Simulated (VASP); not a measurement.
A run of VASP 6.6.1 is set up as follows.

INCAR

```
  PREC = Accurate
  ENCUT = 520
  EDIFF = 1E-6
  ISMEAR = 0
  SIGMA = 0.15
  LREAL = F
  LASPH = T
  NELM = 60
  ALGO = Fast
  ISIF = 2
  LWAVE = F
  LCHARG = F
  GGA = PE
  NBANDS = 14
```

Contents of KPOINTS:

```
regular mesh
0
Gamma
  22 22 22
```

POSCAR

```
Rh
1.0
    0.0000000000      1.7860115880      2.0842755232
    1.7860115880      0.0000000000      2.0842755232
    1.7860115880      1.7860115880      0.0000000000
Rh
1
Direct
    0.0000000000      0.0000000000      0.0000000000
```

Potentials or basis: VASP PAW PBE potentials, release 64 (Rh_pv).

Launch:

```sh
$ cat potpaw_PBE.64/Rh_pv/POTCAR > POTCAR
$ mpirun -np 1 vasp_std > vasp.out
```

**Question.** Estimate the pressure.

**Answer.** 20.9 GPa.

Stress tensor (GPa, compression positive):
```
34.77  0.00  0.00
 0.00 34.77  0.00
 0.00  0.00 -6.85
```
